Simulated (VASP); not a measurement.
# CuSn2O2 in VASP: single point with PBE+D3(BJ)

Aim: the single point of CuSn2O2 with PBE+D3(BJ).

Everything below comes from runs of VASP 6.6.1. Logs are shortened: lines on timing, memory, paths and dates and some standing lists are left out, and cuts for length are marked.

**1. The cell of the first run**

The cell holds a slab with vacuum, 5 atoms: a = 3.820 Å, b = 3.820 Å, c = 19.363 Å, α = 90.00°, β = 90.00°, γ = 90.00°.

**2. Single point, PBE+D3(BJ), collinear spin**

Input file INCAR:

```
PREC = Accurate
ENCUT = 520
EDIFF = 1E-7
ISMEAR = 0
SIGMA = 0.05
LREAL = F
LASPH = T
NELM = 150
ALGO = Normal
ISIF = 2
LWAVE = F
LCHARG = F
ISPIN = 2
MAGMOM = 0 0 0 0 1
LORBIT = 11
LMAXMIX = 4
LDIPOL = T
IDIPOL = 3
DIPOL = 0.5 0.5 0.311
GGA = PE
IVDW = 12
NBANDS = 38
```

Input file KPOINTS:

```
Automatic mesh
0
Gamma
  7 7 1
```

Input file POSCAR:

```
CuSn2O2
1.0
    3.8201708766      0.0000000000      0.0000000000
    0.0000000000      3.8201708766      0.0000000000
    0.0000000000      0.0000000000     19.3630360333
Sn O Cu
2 2 1
Direct
    0.5000000000      0.0000000000      0.2065791745
    0.0000000000      0.5000000000      0.3286176828
    0.0000000000      0.0000000000      0.2675984287
    0.5000000000      0.5000000000      0.2675984287
    0.0000000000      0.6250000000      0.4835520637
```

Potentials or basis: VASP PAW PBE potentials, release 64 (Sn_d, O, Cu).

The run is started by

```
cat potpaw_PBE.64/Sn_d/POTCAR potpaw_PBE.64/O/POTCAR potpaw_PBE.64/Cu/POTCAR > POTCAR
mpirun -np 1 vasp_std > vasp.out
```

OUTCAR:

```text
PREC = Accurate
   ENCUT = 520
   EDIFF = 1E-7
   ISMEAR = 0
   LREAL = F
   LASPH = T
   NELM = 150
   ISIF = 2
   ISPIN = 2
   LORBIT = 11
   GGA = PE
   IVDW = 12
 IVDW          = 12

 ion  position               nearest neighbor table
   1  0.500  0.000  0.207-   3 2.25   4 2.25   4 2.25   3 2.25   2 3.59   2 3.59   2 3.59   2 3.59

   2  0.000  0.500  0.329-   3 2.25   4 2.25   3 2.25   4 2.25   5 3.04   1 3.59   1 3.59   1 3.59
                             1 3.59
   3  0.000  0.000  0.268-   2 2.25   2 2.25   1 2.25   1 2.25
   4  0.500  0.500  0.268-   2 2.25   2 2.25   1 2.25   1 2.25
   5  0.000  0.625  0.484-   2 3.04

  LATTYP: Found a simple tetragonal cell.
 ALAT       =     3.8201708766
 C/A-ratio  =     5.0686308699

  Lattice vectors:

 A1 = (   3.8201708766,   0.0000000000,   0.0000000000)
 A2 = (   0.0000000000,   3.8201708766,   0.0000000000)
 A3 = (   0.0000000000,   0.0000000000,  19.3630360333)

Analysis of symmetry for initial positions (statically):
=====================================================================
 Subroutine PRICEL returns:
 Original cell was already a primitive cell.

 Routine SETGRP: Setting up the symmetry group for a
 simple tetragonal supercell.

 Subroutine GETGRP returns: Found  2 space group operations
 (whereof  2 operations were pure point group operations)
 out of a pool of 16 trial point group operations.

The static configuration has the point symmetry C_1h.

Analysis of symmetry for dynamics (positions and initial velocities):
=====================================================================
 Subroutine PRICEL returns:
 Original cell was already a primitive cell.

 Routine SETGRP: Setting up the symmetry group for a
 simple tetragonal supercell.

 Subroutine GETGRP returns: Found  2 space group operations
 (whereof  2 operations were pure point group operations)
 out of a pool of 16 trial point group operations.

The dynamic configuration has the point symmetry C_1h.

Analysis of structural, dynamic, and magnetic symmetry:
=====================================================================
 Subroutine PRICEL returns:
 Original cell was already a primitive cell.

 Routine SETGRP: Setting up the symmetry group for a
 simple tetragonal supercell.

 Subroutine GETGRP returns: Found  2 space group operations
 (whereof  2 operations were pure point group operations)
 out of a pool of 16 trial point group operations.

The overall configuration has the point symmetry C_1h.

 Subroutine INISYM returns: Found  2 space group operations
 (whereof  2 operations are pure point group operations),
 and found     1 'primitive' translations

----------------------------------------------------------------------------------------

                                     Primitive cell

  volume of cell :     282.5784

  direct lattice vectors                    reciprocal lattice vectors
     3.820170877  0.000000000  0.000000000     0.261768395  0.000000000  0.000000000
     0.000000000  3.820170877  0.000000000     0.000000000  0.261768395  0.000000000
     0.000000000  0.000000000 19.363036033     0.000000000  0.000000000  0.051644794

  length of vectors
     3.820170877  3.820170877 19.363036033     0.261768395  0.261768395  0.051644794

  position of ions in fractional coordinates (direct lattice)
     0.500000000  0.000000000  0.206579174
     0.000000000  0.500000000  0.328617683
     0.000000000  0.000000000  0.267598429
     0.500000000  0.500000000  0.267598429
     0.000000000  0.625000000  0.483552064

  ion indices of the primitive-cell ions
   primitive index   ion index
                 1           1
                 2           2
                 3           3
                 4           4
                 5           5

----------------------------------------------------------------------------------------

[... 30 lines left out ...]
  0.000000  0.285714  0.000000      2.000000
  0.428571  0.000000  0.000000      2.000000
[... 8 lines left out ...]
 -0.285714  0.428571  0.000000      4.000000
  0.428571  0.428571  0.000000      4.000000
   k-points           NKPTS =     16   k-points in BZ     NKDIM =     16   number of bands    NBANDS=     38
   number of dos      NEDOS =    301   number of ions     NIONS =      5
   total plane-waves  NPLWV = 112896
   dimension x,y,z NGX =    28 NGY =   28 NGZ =  144
   dimension x,y,z NGXF=    56 NGYF=   56 NGZF=  288
   ions per type =               2   2   1
   NGX,Y,Z   is equivalent  to a cutoff of  12.19, 12.19, 12.36 a.u.
   NGXF,Y,Z  is equivalent  to a cutoff of  24.37, 24.37, 24.73 a.u.
 SYSTEM =  unknown system
   PREC   = accura    normal or accurate (medium, high low for compatibility)
   ISTART =      0    job   : 0-new  1-cont  2-samecut
   ICHARG =      2    charge: 1-file 2-atom 10-const
   ISPIN  =      2    spin polarized calculation?
   LNONCOLLINEAR =      F non collinear calculations
   LSORBIT =      F    spin-orbit coupling
   LASPH  =      T    aspherical Exc in radial PAW
   ENCUT  =  520.0 eV  38.22 Ry    6.18 a.u.   7.10  7.10 36.00*2*pi/ulx,y,z
   NELM   =    150;   NELMIN=  2; NELMDL= -5     # of ELM steps
   EDIFF  = 0.1E-06   stopping-criterion for ELM
   LREAL  =      F    real-space projection
   EDIFFG = 0.1E-05   stopping-criterion for IOM
   NSW    =      0    number of steps for IOM
   IBRION =     -1    ionic relax: 0-MD 1-quasi-New 2-CG
   NFREE  =      0    steps in history (QN), initial steepest desc. (CG)
   ISIF   =      2    stress and relaxation
   ISYM   =      2    0-nonsym 1-usesym 2-fastsym
   POTIM  = 0.5000    time-step for ionic-motion
   TEBEG  =    0.0;   TEEND  =   0.0 temperature during run
   PSTRESS=    0.0 pullay stress
   NELECT =      51.0000    total number of electrons
   NUPDOWN=      -1.0000    fix difference up-down
   EMIN   =  10.00;   EMAX   =-10.00  energy-range for DOS
   EFERMI =   0.00;   METHOD = LEGACY
   ISMEAR =     0;   SIGMA  =   0.05  broadening in eV -4-tet -1-fermi 0-gaus
   EFERMI_NEDOS =   21; number of points for ismear=-14 and -15
   IALGO  =     38    algorithm
   IMIX   =      4    mixing-type and parameters
     AMIX     =   0.40;   BMIX     =  1.00
     AMIX_MAG =   1.60;   BMIX_MAG =  1.00
  volume/ion in A,a.u.               =      56.52       381.39
  Fermi-wavevector in a.u.,A,eV,Ry     =   0.925164  1.748306 11.645604  0.855928
  Thomas-Fermi vector in A             =   2.050988
   LORBIT       =     11    0 simple, 1 ext, 2 COOP (PROOUT), +10 PAW based schemes
   GGA     = PE    functional components
   LHFCALC =     F    Hartree Fock is set to
   AEXX    =    0.0000 exact exchange contribution
   IVDW    =    12    specifies the selected vdW correction
   LEPSILON=     F    determine dielectric tensor
   LRPA    =     F    only Hartree local field effects (RPA)
 spin polarized calculation
 Gauss-broadening in eV      SIGMA  =   0.05
  energy-cutoff  :      520.00
  volume of cell :      282.58
 maximum number of plane-waves:      7644
   NGX = 15   NGY = 15   NGZ = 73

 dipolmoment           0.000000      0.000000     -0.001871 electrons x Angstroem

 number of electron      50.9999960 magnetization       0.0008568

 dipolmoment           0.000000      0.000000      0.082854 electrons x Angstroem

 Free energy of the ion-electron system (eV)
  ---------------------------------------------------
  ext. energy  EPLUGINS =         0.00000000
  ---------------------------------------------------
  free energy    TOTEN  =       -23.74442569 eV

  energy without entropy =      -23.74102872  energy(sigma->0) =      -23.74272720

 E-fermi :  -0.4785     XC(G=0):  -4.2588

 val. band max:       -0.4827410011   @ k =   0.2857   0.2857   0.0000
 cond. band min:      -0.3758183635   @ k =   0.4286   0.0000   0.0000
 fundamental gap:      0.1069226376
 Fermi energy:        -0.4784925972

 spin component 1

 k-point     1 :       0.0000    0.0000    0.0000
  band No.  band energies     occupation
      1     -23.0444      1.00000
      2     -22.6841      1.00000
      3     -22.6495      1.00000
      4     -22.6453      1.00000
      5     -22.6429      1.00000
      6     -22.6063      1.00000
[... 629 lines left out ...]
     36       4.9243      0.00000
     37       6.5336      0.00000
 Fermi energy:        -0.4784925972

 spin component 2

 k-point     1 :       0.0000    0.0000    0.0000
  band No.  band energies     occupation
      1     -23.0444      1.00000
      2     -22.6840      1.00000
      3     -22.6495      1.00000
      4     -22.6453      1.00000
      5     -22.6429      1.00000
      6     -22.6063      1.00000
[... 629 lines left out ...]
     36       4.9244      0.00000
     37       6.5378      0.00000
 [bands above 37 left out]

------------------------ aborting loop because EDIFF is reached ----------------------------------------

 vacuum level on the upper side and lower side of the slab       (xc-potential included)         0.327        -0.624

 Edisp (eV)   -0.77973

 E8    (eV) :    -0.3478

  FORCE on cell =-STRESS in cart. coord.  units (eV):
  Direction    XX          YY          ZZ          XY          YZ          ZX
  --------------------------------------------------------------------------------------
  -------------------------------------------------------------------------------------
  Total      -1.21306    -0.99598    -1.07834     0.00000    -0.09737     0.00000
  in kB      -6.87788    -5.64706    -6.11403     0.00000    -0.55208     0.00000
  external pressure =       -6.21 kB  Pullay stress =        0.00 kB

 VOLUME and BASIS-vectors are now :
 -----------------------------------------------------------------------------
  energy-cutoff  :      520.00
  volume of cell :      282.58
      direct lattice vectors                 reciprocal lattice vectors
     3.820170877  0.000000000  0.000000000     0.261768395  0.000000000  0.000000000
     0.000000000  3.820170877  0.000000000     0.000000000  0.261768395  0.000000000
     0.000000000  0.000000000 19.363036033     0.000000000  0.000000000  0.051644794

 POSITION                                       TOTAL-FORCE (eV/Angst)
 -----------------------------------------------------------------------------------
      1.91009      0.00000      4.00000         0.000000      0.002069     -0.082357
      0.00000      1.91009      6.36304         0.000000      0.066127      0.124105
      0.00000      0.00000      5.18152         0.000000     -0.033693      0.114666
      1.91009      1.91009      5.18152         0.000000      0.006764      0.138838
      0.00000      2.38761      9.36304         0.000000     -0.041266     -0.295252
 -----------------------------------------------------------------------------------
    total drift:                                0.000000      0.000110      0.002158

  FREE ENERGIE OF THE ION-ELECTRON SYSTEM (eV)
  ---------------------------------------------------
  free  energy   TOTEN  =       -24.5241601855 eV

  energy  without entropy=      -24.5207632112  energy(sigma->0) =      -24.52246170

 vacuum level on the upper side and lower side of the slab         3.828         2.839

 total charge

# of ion       s       p       d       tot
------------------------------------------
    1        1.281   0.762  10.054  12.097
    2        1.257   0.765  10.061  12.083
    3        1.578   3.426   0.000   5.004
    4        1.578   3.425   0.000   5.004
    5        0.348   0.033   9.348   9.729
--------------------------------------------------
tot          6.043   8.411  29.463  43.917

 magnetization (x)

# of ion       s       p       d       tot
------------------------------------------
    1        0.000  -0.000   0.000   0.000
    2        0.000   0.000   0.000   0.000
    3        0.000   0.000   0.000   0.000
    4        0.000   0.000   0.000   0.000
    5        0.000   0.000  -0.000   0.000
--------------------------------------------------
tot          0.000   0.000  -0.000   0.000
```

Wall time 22 min (1 thread of Intel Xeon 8259CL, shared host); peak memory 0.56 GiB.

Results:

| Property | Result |
| --- | --- |
| Free energy | -24.5242 eV |
| Largest force | 0.298 eV/Å |
| Net moment | 0.00 μB per cell |
| Valence electrons inside the program's atomic spheres | Sn 12.10, 12.08; O 5.00; Cu 9.73 |
| Dispersion energy per atom | -0.156 eV |

Forces in eV/Å, atoms in the order of the input:
```
Sn   0.000  0.002 -0.082
Sn   0.000  0.066  0.124
O    0.000 -0.034  0.115
O    0.000  0.007  0.139
Cu   0.000 -0.041 -0.295
```

Levels at points of the mesh, in eV from the Fermi level:
Spin up:
```tsv
k point	band 22	band 23	band 24	band 25	band 26	band 27	band 28	band 29	band 30	band 31
(0.00, 0.00, 0.00)	-1.50	-1.34	-1.34	-1.25	-0.94	1.18	1.44	3.33	3.63	3.63
```
Spin down:
| k point | band 23 | band 24 | band 25 | band 26 | band 27 | band 28 | band 29 | band 30 |
| --- | --- | --- | --- | --- | --- | --- | --- | --- |
| (0.00, 0.00, 0.00) | -1.34 | -1.34 | -1.25 | -0.94 | 1.18 | 1.44 | 3.34 | 3.63 |

Caveat: spin-orbit coupling is left out, which moves the levels of the heavy elements. With open d or f shells a metallic result of PBE can be an artefact of self-interaction; +U or a hybrid may open a gap.
